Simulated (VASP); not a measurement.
# BeNb2CuAg12 in VASP: notebook

BeNb2CuAg12 is run at these levels: PBE; tasks: single point.

All numbers are computed with VASP 6.6.1; they aren't measurements. Logs are shortened: lines on timing, memory, paths and dates and some standing lists are left out, and cuts for length are marked.

## (1) The cell of the first run

The cell holds an amorphous packing of atoms, 16 atoms: a = 8.039 Å, b = 5.829 Å, c = 5.878 Å, α = 92.69°, β = 88.36°, γ = 91.40°.

## (2) Single point, PBE

Input file INCAR:

```
SYSTEM = BeNb2CuAg12
PREC = Accurate
ENCUT = 520
EDIFF = 1E-6
ISMEAR = 0
SIGMA = 0.1
LREAL = Auto
LASPH = .True.
NELM = 80
ALGO = Normal
ISIF = 2
LWAVE = .False.
LCHARG = .False.
GGA = PE
ISYM = 0
NBANDS = 100
```

Input file KPOINTS:

```
Automatic mesh
0
Gamma
  2 2 2
  0.5 0.5 0.5
```

Input file POSCAR:

```
BeNb2CuAg12
1.0
    8.0380546262     -0.0215616090      0.1101224494
   -0.1249788604      5.8258433470     -0.1361355183
    0.0872542431     -0.1363632230      5.8756507474
Ag Nb Be Cu
12 2 1 1
Direct
    0.4974030591      0.4170163648      0.8298232856
    0.2643935891      0.1631680747      0.5746711843
    0.5022442689      0.8990444512      0.3151995304
    0.0350282456      0.4210557573      0.3297230646
    0.7692755746      0.1649332412      0.0677343708
    1.0016982815      0.9138628172      0.7848978220
    0.7625717472      0.1657588965      0.5555459516
    0.0329042907      0.4355325301      0.8347727635
    0.7615980450      0.6622113905      0.0640066718
    0.7601242079      0.6566987834      0.5523768096
    0.4996657082      0.4085408173      0.3157647500
    0.5139838758      0.9043085170      0.8173996490
    0.0507796614      0.9010873274      0.2806813547
    0.2448664216      0.1139773689      0.0669259485
    0.2820325728      0.6395304374      0.0845212691
    0.2667151902      0.6739012008      0.5780328709
```

Potentials or basis: VASP PAW PBE potentials, release 64 (Ag, Nb_sv, Be, Cu).

Started as:

```console
$ cat potpaw_PBE.64/Ag/POTCAR potpaw_PBE.64/Nb_sv/POTCAR potpaw_PBE.64/Be/POTCAR potpaw_PBE.64/Cu/POTCAR > POTCAR
$ mpirun -np 1 vasp_std > vasp.out
```

OUTCAR:

```text
SYSTEM = BeNb2CuAg12
   PREC = Accurate
   ENCUT = 520
   EDIFF = 1E-6
   ISMEAR = 0
   LREAL = Auto
   LASPH = .True.
   NELM = 80
   ISIF = 2
   GGA = PE
   ISYM = 0

 ion  position               nearest neighbor table
   1  0.497  0.417  0.830-  15 2.59   2 2.79  12 2.84  11 2.86   9 2.88  16 2.89  10 2.99  12 2.99
                             7 3.00  14 3.01  11 3.02   5 3.07
   2  0.264  0.163  0.575-   1 2.79  11 2.80   6 2.82  13 2.84   8 2.84   3 2.85  16 2.85   4 2.87
                            14 2.92  12 2.98  16 2.98  14 2.99
   3  0.502  0.899  0.315-  15 2.66  16 2.76   2 2.85  11 2.86   9 2.86  14 2.91  12 2.93   7 2.93
                            10 2.95  12 2.95  11 2.97   5 3.00
   4  0.035  0.421  0.330-  15 2.74  16 2.76  13 2.83  14 2.86   2 2.87  10 2.88   8 2.91   7 2.94
                             8 2.97   5 3.00  13 3.04   9 3.13
   5  0.769  0.165  0.068-   6 2.85   7 2.87   9 2.90  12 2.91   9 2.93  11 2.94   8 2.95   4 3.00
                             3 3.00   7 3.01   1 3.07  13 3.09
   6  0.002  0.914  0.785-  10 2.78  16 2.79  14 2.80   2 2.82   8 2.84   5 2.85   7 2.85   9 2.91
                            13 2.96  13 2.98   8 3.05
   7  0.763  0.166  0.556-   6 2.85  10 2.86   5 2.87  12 2.93   3 2.93   4 2.94  10 2.97  11 2.99
                             1 3.00   5 3.01   8 3.11  13 3.18
   8  0.033  0.436  0.835-  15 2.73  16 2.77   6 2.84   2 2.84   9 2.85   4 2.91   5 2.95   4 2.97
                            14 2.97   6 3.05   7 3.11  10 3.13
   9  0.762  0.662  0.064-   8 2.85   3 2.86  10 2.87   1 2.88   5 2.90   6 2.91  12 2.92   5 2.93
                            11 2.95  13 2.97  10 3.01   4 3.13
  10  0.760  0.657  0.552-   6 2.78  12 2.86   7 2.86  11 2.87   9 2.87   4 2.88   3 2.95   7 2.97
                             1 2.99   9 3.01   8 3.13  13 3.14
  11  0.500  0.409  0.316-  15 2.67   2 2.80  16 2.83   3 2.86   1 2.86  10 2.87   5 2.94   9 2.95
                             3 2.97   7 2.99  14 3.01   1 3.02
  12  0.514  0.904  0.817-  16 2.75   1 2.84  14 2.85  10 2.86  15 2.87   5 2.91   9 2.92   3 2.93
                             7 2.93   3 2.95   2 2.98   1 2.99
  13  0.051  0.901  0.281-  14 2.34  15 2.64   4 2.83   2 2.84  16 2.89   6 2.96   9 2.97   6 2.98
                             4 3.04   5 3.09  10 3.14   7 3.18
  14  0.245  0.114  0.067-  13 2.34   6 2.80  12 2.85   4 2.86   3 2.91   2 2.92   8 2.97   2 2.99
                            11 3.01   1 3.01
  15  0.282  0.640  0.085-   1 2.59  13 2.64   3 2.66  11 2.67   8 2.73   4 2.74  12 2.87
  16  0.267  0.674  0.578-  12 2.75   4 2.76   3 2.76   8 2.77   6 2.79  11 2.83   2 2.85  13 2.89
                             1 2.89   2 2.98

IMPORTANT INFORMATION: All symmetrisations will be switched off!
NOSYMM: (Re-)initialisation of all symmetry stuff for point group C_1.

----------------------------------------------------------------------------------------

                                     Primitive cell

  volume of cell :     274.9287

  direct lattice vectors                    reciprocal lattice vectors
     8.038054626 -0.021561609  0.110122449     0.124439742  0.002627786 -0.001786962
    -0.124978860  5.825843347 -0.136135518     0.000406185  0.171750684  0.003979991
     0.087254243 -0.136363223  5.875650747    -0.002322860  0.003930116  0.170319620
[... 111 lines left out ...]
     AMIX_MAG =   1.60;   BMIX_MAG =  1.00
  volume/ion in A,a.u.               =      17.18       115.96
  Fermi-wavevector in a.u.,A,eV,Ry     =   1.397441  2.640781 26.570023  1.952842
  Thomas-Fermi vector in A             =   2.520697
   LORBIT       =      0    0 simple, 1 ext, 2 COOP (PROOUT), +10 PAW based schemes
   GGA     = PE    functional components
   LHFCALC =     F    Hartree Fock is set to
   AEXX    =    0.0000 exact exchange contribution
   IVDW    =     0    specifies the selected vdW correction
   LEPSILON=     F    determine dielectric tensor
   LRPA    =     F    only Hartree local field effects (RPA)
 non-spin polarized calculation
 Gauss-broadening in eV      SIGMA  =   0.10
  energy-cutoff  :      520.00
  volume of cell :      274.93
 maximum number of plane-waves:      7413
   NGX = 29   NGY = 21   NGZ = 21

 number of electron     171.0000006 magnetization

 Free energy of the ion-electron system (eV)
  ---------------------------------------------------
  ext. energy  EPLUGINS =         0.00000000
  ---------------------------------------------------
  free energy    TOTEN  =       -58.20309585 eV

  energy without entropy =      -58.17485485  energy(sigma->0) =      -58.18897535

 E-fermi :   8.3189     XC(G=0): -11.9144

 val. band max:        8.2740805916   @ k =   0.2500   0.2500   0.2500
 cond. band min:       8.4020094727   @ k =   0.2500  -0.2500   0.2500
 fundamental gap:      0.1279288810
 Fermi energy:         8.3188575585

 k-point     1 :       0.2500    0.2500    0.2500
  band No.  band energies     occupation
      1     -46.7310      2.00000
      2     -46.3451      2.00000
      3     -23.4876      2.00000
      4     -22.9124      2.00000
      5     -22.8633      2.00000
      6     -22.6132      2.00000
[... 389 lines left out ...]
     96      11.4954      0.00000
     97      11.7206      0.00000
 [bands above 97 left out]

------------------------ aborting loop because EDIFF is reached ----------------------------------------

  FORCE on cell =-STRESS in cart. coord.  units (eV):
  Direction    XX          YY          ZZ          XY          YZ          ZX
  --------------------------------------------------------------------------------------
  -------------------------------------------------------------------------------------
  Total       -0.2391468     -0.2541005     -0.2325528     -0.0200162     -0.0375651      0.0156747
  in kB       -1.3936543     -1.4807988     -1.3552269     -0.1166465     -0.2189147      0.0913463
  external PRESSURE =      -1.4098933 kB  Pullay stress =       0.0000000 kB

 VOLUME and BASIS-vectors are now :
 -----------------------------------------------------------------------------
  energy-cutoff  :      520.00
  volume of cell :      274.93
      direct lattice vectors                 reciprocal lattice vectors
     8.038054626 -0.021561609  0.110122449     0.124439742  0.002627786 -0.001786962
    -0.124978860  5.825843347 -0.136135518     0.000406185  0.171750684  0.003979991
     0.087254243 -0.136363223  5.875650747    -0.002322860  0.003930116  0.170319620

 POSITION                                       TOTAL-FORCE (eV/Angst)
 -----------------------------------------------------------------------------------
      4.01844      2.30559      4.87376         0.000892     -0.001862      0.002252
      2.15496      0.86653      3.38347         0.000727     -0.004868     -0.002492
      3.95221      5.18388      1.78492         0.000291      0.004304     -0.001438
      0.25771      2.40729      1.88387        -0.003802      0.001694     -0.002715
      6.16878      0.93505      0.46024         0.005721     -0.002270      0.003447
     -0.03208      5.21695      4.48756         0.007975     -0.001571      0.004417
[... 8 lines left out ...]
      2.19444      3.70820      0.44061        -0.017269      0.012464      0.002421
      2.11008      3.84147      3.33395        -0.001120     -0.000199     -0.004794
 -----------------------------------------------------------------------------------
    total drift:                               -0.000621     -0.006882      0.002414

  FREE ENERGIE OF THE ION-ELECTRON SYSTEM (eV)
  ---------------------------------------------------
  free  energy   TOTEN  =       -58.2030958464 eV

  energy  without entropy=      -58.1748548529  energy(sigma->0) =      -58.18897535
```

OSZICAR:

```text
N       E                     dE             d eps       ncg     rms          rms(c)
DAV:   1     0.172026575330E+04    0.17203E+04   -0.83581E+04   800   0.181E+03
DAV:   2     0.105935712011E+03   -0.16143E+04   -0.15510E+04   816   0.497E+02
DAV:   3    -0.497626916278E+02   -0.15570E+03   -0.14159E+03  1004   0.151E+02
DAV:   4    -0.642584631745E+02   -0.14496E+02   -0.13882E+02  1336   0.408E+01
DAV:   5    -0.651945209498E+02   -0.93606E+00   -0.92650E+00  1320   0.992E+00    0.227E+01
DAV:   6    -0.611919457549E+02    0.40026E+01   -0.60139E+01  1160   0.825E+01    0.156E+01
DAV:   7    -0.582640062723E+02    0.29279E+01   -0.19509E+01  1056   0.626E+01    0.875E+00
DAV:   8    -0.582397641925E+02    0.24242E-01   -0.21312E+00  1000   0.567E+00    0.487E+00
DAV:   9    -0.583242011407E+02   -0.84437E-01   -0.91184E-01  1240   0.119E+01    0.248E+00
DAV:  10    -0.582237899154E+02    0.10041E+00   -0.71671E-01  1216   0.646E+00    0.117E+00
DAV:  11    -0.582036115400E+02    0.20178E-01   -0.14872E-01  1216   0.429E+00    0.473E-01
DAV:  12    -0.582033247905E+02    0.28675E-03   -0.19413E-02  1080   0.651E-01    0.224E-01
DAV:  13    -0.582032365958E+02    0.88195E-04   -0.46563E-03  1264   0.107E+00    0.119E-01
DAV:  14    -0.582030895643E+02    0.14703E-03   -0.11465E-03  1168   0.526E-01    0.217E-02
DAV:  15    -0.582030958055E+02   -0.62412E-05   -0.96151E-05  1256   0.535E-02    0.122E-02
DAV:  16    -0.582030958464E+02   -0.40844E-07   -0.74049E-06   768   0.288E-02
   1 F= -.58203096E+02 E0= -.58188975E+02  d E =-.282410E-01
```

stdout:

```text
POSCAR found type information on POSCAR AgNbBeCu
 POSCAR found :  4 types and      16 ions
 scaLAPACK will be used
 LDA part: xc-table for (Slater+PW92), standard interpolation
 POSCAR, INCAR and KPOINTS ok, starting setup
 FFT: planning ... GRIDC
 FFT: planning ... GRID_SOFT
 FFT: planning ... GRID
 WAVECAR not read
 entering main loop
```

It took 6.9 min on 1 thread of Intel Xeon Platinum 8488C (Sapphire Rapids), shared host; peak memory 0.4 GiB.

What came out:

* Free energy: -58.2031 eV
* Pressure: -0.1 GPa
* Largest force: 0.021 eV/Å

Forces on the atoms (eV/Å):
```
Ag   0.001 -0.002  0.002
Ag   0.001 -0.005 -0.002
Ag   0.000  0.004 -0.001
Ag  -0.004  0.002 -0.003
Ag   0.006 -0.002  0.003
Ag   0.008 -0.002  0.004
Ag  -0.001  0.000 -0.003
Ag   0.006  0.003  0.008
Ag   0.002 -0.001 -0.004
Ag   0.000  0.001 -0.004
Ag   0.003 -0.005 -0.002
Ag   0.000  0.001  0.006
Nb  -0.004 -0.013  0.002
Nb   0.001  0.006 -0.004
Be  -0.017  0.012  0.002
Cu  -0.001  0.000 -0.005
```

Caveat: the k points lie up to 0.54 Å⁻¹ apart.

## (3) Single point, PBE

This run uses another cell than the first one, of 16.51 Å³/atom, 0.961 times its volume.

Input file INCAR:

```
ALGO = Normal
EDIFF = 1E-7
ENCUT = 520
GGA = PE
ISIF = 2
ISMEAR = -1
ISYM = 0
LASPH = T
LCHARG = F
LREAL = Auto
LWAVE = F
NBANDS = 100
NELM = 80
PREC = Accurate
SIGMA = 0.1818
```

Input file KPOINTS:

```
Automatic mesh
0
Gamma
  1 1 1
  0.25 0.25 0.25
```

Input file POSCAR:

```
BeNb2CuAg12
1.0
    6.5133610000     -0.3026030000     -0.0497390000
   -0.3026030000      6.2459810000     -0.0287500000
   -0.0497390000     -0.0287500000      6.5065590000
Ag Nb Be Cu
12 2 1 1
Direct
    0.5745234929      0.4113625843      0.8125688092
    0.2936501856      0.1382533348      0.6376443601
    0.5635295661      0.8734632724      0.3671744875
    0.1275439950      0.4266122585      0.3240301076
    0.8168171271      0.1130982883      0.0703459759
    0.0601043126      0.8902016190      0.8430488104
    0.8041624478      0.1294903617      0.6094041542
    0.0988156128      0.4486043436      0.8331236779
    0.7679512314      0.6338621047      0.1129501265
    0.8609271762      0.6107067001      0.5509321401
    0.5262104348      0.4127732324      0.3866403749
    0.5686756443      0.8669835691      0.8342936928
    0.1411189396      0.9261184198      0.3316187588
    0.3692148794      0.1202890607      0.0923011210
    0.3414968972      0.6188998119      0.1272167184
    0.3154710653      0.6839048787      0.6035960760
```

Potentials or basis: VASP PAW PBE potentials, release 64 (Ag, Nb_sv, Be, Cu).

Started as:

```console
$ cat potpaw_PBE.64/Ag/POTCAR potpaw_PBE.64/Nb_sv/POTCAR potpaw_PBE.64/Be/POTCAR potpaw_PBE.64/Cu/POTCAR > POTCAR
$ mpirun -np 1 vasp_std > vasp.out
```

Run time: 2.2 min. Hardware: 1 thread of Intel Xeon Platinum 8259CL at 2.50GHz (Skylake/Cascade Lake), shared host; peak memory 0.33 GiB.

Results (log left out):

```yaml
Free_energy: -54.6597 eV
Pressure: 10.2 GPa
Largest_force: 2.878 eV/Å
```

Forces on the atoms (eV/Å):
```
Ag  -0.337  0.385  0.712
Ag   1.409  1.306 -0.242
Ag   0.576  0.278 -0.080
Ag  -1.234 -1.103 -0.391
Ag   0.699  1.367  1.351
Ag  -0.436 -1.364  1.033
Ag   1.380  0.926 -0.947
Ag  -0.065 -1.149  1.617
Ag   1.408 -0.133  0.038
Ag  -0.131  1.185  0.226
Ag   0.465 -0.807 -0.158
Ag  -0.096 -0.685  0.069
Nb  -1.550 -1.192 -2.112
Nb  -1.896  0.697  0.061
Be   0.588  0.852 -0.682
Cu  -0.781 -0.563 -0.496
```

Stress tensor (GPa, compression positive):
```
10.82  5.57  2.37
 5.57  7.88  1.83
 2.37  1.83 12.04
```

Levels at points of the mesh, in eV from the Fermi level:
```
           k point  band 82  band 83  band 84  band 85  band 86  band 87  band 88  band 89  band 90  band 91
(0.25, 0.25, 0.25)    -1.06    -0.71    -0.37    -0.21    -0.09     0.23     0.59     0.94     1.26     1.53
```

Caveat: the k points lie up to 1.01 Å⁻¹ apart.

## (4) Single point, PBE

This run uses another cell than the first one, of 16.51 Å³/atom, 0.961 times its volume.

Input file INCAR:

```
SYSTEM = BeNb2CuAg12
ALGO     = Normal         ! electronic algorithm
EDIFF    = 1E-7           ! SCF threshold, eV
ENCUT    = 520            ! plane-wave cutoff, eV
GGA      = PE             ! functional
ISIF     = 2              ! what is computed and relaxed
ISMEAR   = -1             ! smearing method
ISYM     = 0            
LASPH    = .True.         ! aspherical terms in the spheres
LCHARG   = .False.        ! write CHGCAR
LREAL    = Auto         
LWAVE    = .False.        ! write WAVECAR
NBANDS   = 100            ! bands
NELM     = 80             ! most SCF steps
PREC     = Accurate       ! precision mode
SIGMA    = 0.1818         ! smearing width, eV
```

KPOINTS is that of step 3.

Input file POSCAR:

```
BeNb2CuAg12
1.0
    6.5133610000     -0.3026030000     -0.0497390000
   -0.3026030000      6.2459810000     -0.0287500000
   -0.0497390000     -0.0287500000      6.5065590000
Ag Nb Be Cu
12 2 1 1
Direct
    0.5529032833      0.4186531349      0.8196985740
    0.2461176736      0.1507403511      0.6285364402
    0.5306418245      0.8636387903      0.3414840638
    0.0850700268      0.3906975503      0.3008010613
    0.7863999842      0.0793216775      0.0635720428
    0.0824942435      0.9015381565      0.8787196740
    0.8289949412      0.1412990856      0.6129755725
    0.0983564271      0.4989067757      0.9032797090
    0.7597259813      0.6269804248      0.0965725044
    0.8549891063      0.6516170392      0.5444305190
    0.4836931485      0.3808439567      0.3389606822
    0.5243050569      0.8668193845      0.8068912411
    0.1111511326      0.9516650470      0.3125264700
    0.3493266645      0.1191924360      0.0614745738
    0.3198410765      0.6815953615      0.1492107337
    0.2550325002      0.6592715080      0.5536943748
```

Started as:

```console
$ cat potpaw_PBE.64/Ag/POTCAR potpaw_PBE.64/Nb_sv/POTCAR potpaw_PBE.64/Be/POTCAR potpaw_PBE.64/Cu/POTCAR > POTCAR
$ mpirun -np 1 vasp_std > vasp.out
```

Wall time 2.2 min (1 thread of Intel Xeon Platinum 8259CL at 2.50GHz (Skylake/Cascade Lake), shared host); peak memory 0.34 GiB.

Results (log left out):

```yaml
Free_energy: -53.4456 eV
Pressure: 13.7 GPa
Largest_force: 3.778 eV/Å
```

Forces on the atoms (eV/Å):
```
Ag  -0.397 -0.212 -1.312
Ag   2.065  2.383 -0.014
Ag   2.022  1.058  1.990
Ag  -1.374  0.228  0.115
Ag   0.103  1.853  0.678
Ag  -2.606 -2.464 -1.188
Ag  -0.449  0.299 -0.535
Ag   0.211 -2.054 -1.004
Ag   0.847  0.396  0.945
Ag  -0.826 -0.119  0.390
Ag   2.070  0.692  1.532
Ag   0.367 -0.912 -1.044
Nb  -1.031 -1.923 -1.127
Nb  -0.549  1.609  0.956
Be  -0.679 -0.788 -0.881
Cu   0.228 -0.046  0.499
```

Stress tensor (GPa, compression positive):
```
13.37  5.50  4.61
 5.50 12.19  4.30
 4.61  4.30 15.42
```

Levels at points of the mesh, in eV from the Fermi level:
```
           k point  band 83  band 84  band 85  band 86  band 87  band 88  band 89  band 90
(0.25, 0.25, 0.25)    -0.82    -0.36    -0.23     0.00     0.14     0.54     1.02     1.33
```

Caveat: the k points lie up to 1.01 Å⁻¹ apart.
